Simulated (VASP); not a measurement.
A run of VASP 6.6.1:

Contents of INCAR:

```
PREC = Accurate
ENCUT = 520
EDIFF = 1E-6
ISMEAR = -1
SIGMA = 0.1
LREAL = F
LASPH = T
NELM = 80
ALGO = Normal
ISIF = 2
LWAVE = F
LCHARG = T
GGA = PS
LELF = T
LVHAR = T
NBANDS = 7
```

KPOINTS

```
Automatic mesh
0
Gamma
  12 12 12
```

The input POSCAR:

```
Mg
1.0
    2.9958300373      0.0000000000      0.0000000000
    0.0000000000      2.9958300373      0.0000000000
    0.0000000000      0.0000000000      2.9958300373
Mg
1
Direct
    0.0000000000      0.0000000000      0.0000000000
```

Potentials or basis: VASP PAW PBE potentials, release 64 (Mg).

Command:

```sh
$ cat potpaw_PBE.64/Mg/POTCAR > POTCAR
$ mpirun -np 1 vasp_std > vasp.out
```

Hardware: 1 thread of Intel Xeon 8259CL (shared host).

**Question.** How long does it take, and how much memory?

**Answer.** It took 14 s on 1 thread of Intel Xeon 8259CL (shared host), peak memory 0.14 GiB. Counts: scf iterations 9, k points 84.
